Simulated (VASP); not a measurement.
Wanted: the native input for a VASP 6.6.1 run.

```yaml
Task: relaxation of cell and atoms
Functional: RPBE
Potentials_or_basis: VASP PAW PBE potentials, release 64 (C)
Cutoff: 600 eV
k_mesh: 13 × 13 × 13
Occupations: fermi-dirac, width 0.05 eV
Spin: no spin polarisation
Dipole_correction: no
Further_INCAR_settings: ALGO = Normal; EDIFF = 1e-07; IBRION = 2; EDIFFG = -0.02; NSW = 80; ISIF = 3
```

The structure of C lies in POSCAR:

```
C
1.0
    0.0000000000      1.7833700000      1.7833700000
    1.7833700000      0.0000000000      1.7833700000
    1.7833700000      1.7833700000      0.0000000000
C
2
Direct
    0.7500000000      0.7500000000      0.7500000000
    0.5000000000      0.5000000000      0.5000000000
```

These files were run (other wordings do the same):

INCAR

```
PREC = Accurate
ENCUT = 600
EDIFF = 1E-7
ISMEAR = -1
SIGMA = 0.05
LREAL = False
LASPH = True
NELM = 100
ALGO = Normal
ISIF = 3
LWAVE = False
LCHARG = False
GGA = RP
IBRION = 2
NSW = 80
EDIFFG = -0.02
```

KPOINTS

```
regular mesh
0
Gamma
  13 13 13
```

Potentials or basis: VASP PAW PBE potentials, release 64 (C).

Command:

```bash
$ cat potpaw_PBE.64/C/POTCAR > POTCAR
$ mpirun -np 1 vasp_std > vasp.out
```

Results of the run:

| Property | Result |
| --- | --- |
| Relaxed volume | 5.77 Å³/atom |
| Relaxed cell | a = 2.537 Å, b = 2.537 Å, c = 2.537 Å, α = 60.00°, β = 60.00°, γ = 60.00° |
| Space group after relaxing (to 0.05 Å) | Fd-3m (No. 227) |
| Energy gained by relaxing | 2.4 meV/atom |
| Ionic steps | 3 |
| Pressure after relaxing | 0.0 GPa |
| Band gap on the k mesh | 4.10 eV, indirect (least direct gap 5.54 eV) |

Caveat: the PAW data sets were made with another functional, which shifts forces and pressure a little.

Run time: 15 s on 1 thread of AMD EPYC 7R13 Processor (Zen 3) (shared host), peak memory 0.09 GiB.
